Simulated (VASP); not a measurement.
Here is a VASP 6.6.1 calculation.

File INCAR:

```
PREC = Accurate
ENCUT = 520
EDIFF = 1E-7
ISMEAR = 0
SIGMA = 0.1
LREAL = F
LASPH = T
NELM = 150
ALGO = Normal
ISIF = 2
LWAVE = F
LCHARG = F
ISPIN = 2
MAGMOM = 3.5 3.5 0 0
LORBIT = 11
LMAXMIX = 4
GGA = PS
NBANDS = 32
```

KPOINTS

```
Automatic mesh
0
Gamma
  12 12 6
```

The input POSCAR:

```
MoSe
1.0
    3.2284874235      0.0000000000      0.0000000000
   -1.6142437117      2.7959521245      0.0000000000
    0.0000000000      0.0000000000      7.1137260779
Mo Se
2 2
Direct
    0.0000000000      0.0000000000      0.0000000000
    0.0000000000      0.0000000000      0.5000000000
    0.3333333333      0.6666666667      0.2500000000
    0.6666666667      0.3333333333      0.7500000000
```

Potentials or basis: VASP PAW PBE potentials, release 64 (Mo_sv, Se).

The run is started by

```console
$ cat potpaw_PBE.64/Mo_sv/POTCAR potpaw_PBE.64/Se/POTCAR > POTCAR
$ mpirun -np 1 vasp_std > vasp.out
```

(1) Predict the net moment.

(2) Predict the pressure.

(3) What does it give for the band gap on the k mesh?

## Answers

(1) 0.00 μB per cell.

(2) 0.5 GPa.

(3) zero (filled and empty bands overlap).

Caveat: the PAW data sets were made with another functional, which shifts forces and pressure a little.
